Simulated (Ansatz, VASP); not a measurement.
One calculation of Rh, two programs

```
Rh
1.0
     4.41516    0.00000    0.00000
    -2.20758    3.82364    0.00000
     0.00000    0.00000    2.70630
Rh
3
Direct
  0.00000 0.00000 0.00000
  0.33333 0.66667 0.50000
  0.66667 0.33333 0.50000
```

Alike in both runs: task single point; functional LDA; k mesh 10 × 10 × 14; occupations fermi-dirac, width 0.1 eV; no spin polarisation.

|  | VASP | Ansatz |
| --- | --- | --- |
| version | VASP 6.6.1 | Ansatz 0.2.0 |
| potentials or method | VASP PAW LDA potentials, release 64 (Rh_pv), cutoff 520 eV | plane waves (420 eV) with PAW, scalar-relativistic |
| valence electrons in the cell | 45 | 51 |

|  | VASP | Ansatz | Ansatz less VASP |
| --- | --- | --- | --- |
| pressure (GPa) | -24.4 | -25.0 | -0.57 |
| traceless stress, the component that is largest in VASP (GPa) | 0.84 | 0.94 | +0.098 |

Ansatz warns that its potentials were made for another functional, while VASP's fit it. LDA's correlation is that of Perdew and Zunger in VASP and of Perdew and Wang (1992) in Ansatz. VASP's potentials hold 45 valence electrons a cell and Ansatz's 51, so a difference there can come from the potentials and not from the codes.
